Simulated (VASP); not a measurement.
# IrSe4 (Cmmm) in VASP: notebook, part 2 of 2

VASP 6.6.1. The steps go on from the part before.

### 5 Single point, PBE

This run uses another cell than the first one, of 21.30 Å³/atom, 0.997 times its volume.

The input, INCAR:

```
SYSTEM = IrSe4
PREC = Accurate ; ENCUT = 520
EDIFF = 1E-6 ; ISMEAR = 0
SIGMA = 0.1 ; LREAL = .False.
LASPH = .True. ; NELM = 80
ALGO = Normal ; ISIF = 2
LWAVE = .False. ; LCHARG = .False.
GGA = PE ; NBANDS = 24
```

The input, KPOINTS:

```
Automatic mesh
0
Gamma
  8 8 10
  0 0 0
```

The input, POSCAR:

```
IrSe4
1.0
    3.6705254070     -4.0107713585      0.0000000000
    3.6705254070      4.0107713585      0.0000000000
    0.0000000000      0.0000000000      3.6167441751
Ir Se
1 4
Direct
    0.0000000000      0.0000000000      0.0000000000
    0.6995356692      0.3004643308      0.0000000000
    0.3004643308      0.6995356692      0.0000000000
    0.7587126899      0.7587126899      0.5000000000
    0.2412873101      0.2412873101      0.5000000000
```

Command:

```sh
> cat potpaw_PBE.64/Ir/POTCAR potpaw_PBE.64/Se/POTCAR > POTCAR
> mpirun -np 1 vasp_std > vasp.out
```

It took 8.3 min on 1 thread of AMD EPYC, shared host; peak memory 0.38 GiB.

Results (log left out):

| Quantity | Value |
| --- | --- |
| Free energy | -22.1983 eV |
| Pressure | 0.2 GPa |
| Largest force | 0.047 eV/Å |

Forces on the atoms (eV/Å):
```
Ir   0.000  0.000  0.000
Se   0.000  0.047  0.000
Se   0.000 -0.047  0.000
Se  -0.032  0.000  0.000
Se   0.032  0.000  0.000
```

Stress tensor (GPa, compression positive):
```
0.14 0.00 0.00
0.00 0.23 0.00
0.00 0.00 0.12
```

Levels at points of the mesh, in eV from the Fermi level:
```
           k point  band 12  band 13  band 14  band 15  band 16  band 17  band 18  band 19  band 20  band 21
(0.00, 0.00, 0.00)    -2.74    -2.25    -1.07     0.72     1.09     1.18     1.30     1.32     2.29     2.50
(0.50, 0.00, 0.00)    -2.05    -1.67    -1.09    -0.29    -0.24    -0.10     0.03     0.99     3.12     3.89
(0.50, 0.50, 0.00)    -1.98    -1.78    -1.74    -1.35    -1.04    -0.37     0.57     1.30     1.68     2.13
(0.00, 0.00, 0.50)    -2.67    -2.65    -2.11    -1.41    -1.37    -0.48    -0.38     1.09     1.14     2.62
(0.50, 0.00, 0.50)    -2.89    -2.66    -1.34    -0.85    -0.58    -0.50    -0.48    -0.01     2.63     3.44
(0.50, 0.50, 0.50)    -1.56    -1.35    -0.99    -0.93     0.13     0.24     0.35     1.02     2.77     3.26
```

Caveat: spin-orbit coupling is left out, which moves the levels of the heavy elements.

### 6 Single point, PBE, collinear spin, ferromagnetic start

This run uses another cell than the first one, of 29.38 Å³/atom, 1.376 times its volume.

The input, INCAR:

```
  PREC = Accurate
  ENCUT = 520
  EDIFF = 1E-7
  ISMEAR = 0
  SIGMA = 0.1
  LREAL = False
  LASPH = True
  NELM = 150
  ALGO = Normal
  ISIF = 2
  LWAVE = False
  LCHARG = False
  ISPIN = 2
  MAGMOM = 1 0 0 0 0
  LORBIT = 11
  LMAXMIX = 4
  GGA = PE
  NBANDS = 28
```

The input, KPOINTS:

```
Automatic mesh
0
Gamma
  4 4 4
```

The input, POSCAR:

```
IrSe4
1.0
    4.3072242100     -4.3072242100      0.0000000000
    4.3072242100      4.3072242100      0.0000000000
    0.0000000000      0.0000000000      3.9593676800
Ir Se
1 4
Direct
    0.0000000000      0.0000000000      0.0000000000
    0.6950000000      0.3050000000      0.0000000000
    0.3050000000      0.6950000000      0.0000000000
    0.8050000000      0.8050000000      0.5000000000
    0.1950000000      0.1950000000      0.5000000000
```

Potentials or basis: VASP PAW PBE potentials, release 64 (Ir, Se).

Command:

```sh
> cat potpaw_PBE.64/Ir/POTCAR potpaw_PBE.64/Se/POTCAR > POTCAR
> mpirun -np 1 vasp_std > vasp.out
```

It took 7.4 min on 1 thread of AMD EPYC, shared host; peak memory 0.35 GiB.

The run converged. Its results:

```
Free energy                                           : -20.6486 eV
Pressure                                              : -10.5 GPa
Largest force                                         : 1.177 eV/Å
Net moment                                            : 0.00 μB per cell
Valence electrons inside the program's atomic spheres : Ir 7.93; Se 3.60, 3.63
```

Forces in eV/Å, atoms in the order of the input:
```
Ir   0.000  0.000  0.000
Se   0.000 -1.177  0.000
Se   0.000  1.177  0.000
Se   0.664  0.000  0.000
Se  -0.664  0.000  0.000
```

Stress tensor (GPa, compression positive):
```
 -7.75   0.00   0.00
  0.00 -11.08   0.00
  0.00   0.00 -12.62
```

Levels at points of the mesh, in eV from the Fermi level:
Spin up:
```csv
k point,band 15,band 16,band 17,band 18,band 19,band 20
"(0.00, 0.00, 0.00)",0.34,0.62,0.63,0.69,0.70,1.95
"(0.50, 0.00, 0.00)",-0.34,0.08,0.22,0.27,0.30,2.72
"(0.50, 0.50, 0.00)",-0.31,-0.29,-0.24,0.56,0.76,1.15
"(0.00, 0.00, 0.50)",-0.97,-0.77,-0.67,-0.10,0.53,1.30
"(0.50, 0.00, 0.50)",-0.93,-0.44,-0.32,-0.29,0.09,2.32
"(0.50, 0.50, 0.50)",-0.63,-0.60,-0.07,0.27,0.41,2.09
```
Spin down:
```
           k point  band 15  band 16  band 17  band 18  band 19  band 20
(0.00, 0.00, 0.00)     0.34     0.62     0.63     0.69     0.71     1.95
(0.50, 0.00, 0.00)    -0.34     0.08     0.22     0.28     0.30     2.72
(0.50, 0.50, 0.00)    -0.31    -0.29    -0.24     0.56     0.76     1.15
(0.00, 0.00, 0.50)    -0.97    -0.77    -0.66    -0.10     0.53     1.30
(0.50, 0.00, 0.50)    -0.92    -0.44    -0.32    -0.29     0.09     2.32
(0.50, 0.50, 0.50)    -0.63    -0.60    -0.07     0.27     0.41     2.09
```

Caveat: the k points lie up to 0.40 Å⁻¹ apart; spin-orbit coupling is left out, which moves the levels of the heavy elements; forces of over 1 eV/Å act on the atoms, so gaps and moduli don't describe the material at rest.

### 7 The runs side by side

| task | spin | cell | k mesh | cutoff (eV) | gap on the mesh (eV) | pressure (GPa) | moment (μB) | largest force (eV/Å) |
| --- | --- | --- | --- | --- | --- | --- | --- | --- |
| single point | off | a = 5.472, b = 5.472, c = 3.578 Å, angles 90.0, 90.0, 94.8°, 5 atoms | 4 × 4 × 6 | 520 | none | 0.2 | - | 0.06 |
| relaxation of cell and atoms | off | relaxed from a = 5.486, b = 5.486, c = 3.567 Å, angles 90.0, 90.0, 94.3°, 5 atoms | 4 × 4 × 6 | 600 | none | 0.0 | - | 0.04 |
| single point | collinear, ferromagnetic start | a = 5.486, b = 5.486, c = 3.567 Å, angles 90.0, 90.0, 94.3°, 5 atoms | 4 × 4 × 4 | 520 | none | 0.1 | 0.00 | 0.04 |
| single point | off | a = 5.437, b = 5.437, c = 3.617 Å, angles 90.0, 90.0, 95.1°, 5 atoms | 8 × 8 × 10 | 520 | none | 0.2 | - | 0.05 |
| single point | collinear, ferromagnetic start | a = 6.091, b = 6.091, c = 3.959 Å, 5 atoms | 4 × 4 × 4 | 520 | none | -10.5 | 0.00 | 1.18 |

Alike in all rows: level PBE; potentials or basis VASP PAW PBE potentials, release 64 (Ir, Se); smearing gaussian 0.1 eV.

Caveats: some runs use coarse meshes; spin-orbit coupling is left out, which moves the levels of the heavy elements; forces of over 1 eV/Å act on the atoms, so gaps and moduli don't describe the material at rest (some runs).

Total energies depend on the potentials used, so only differences within one code and one set of settings carry meaning.
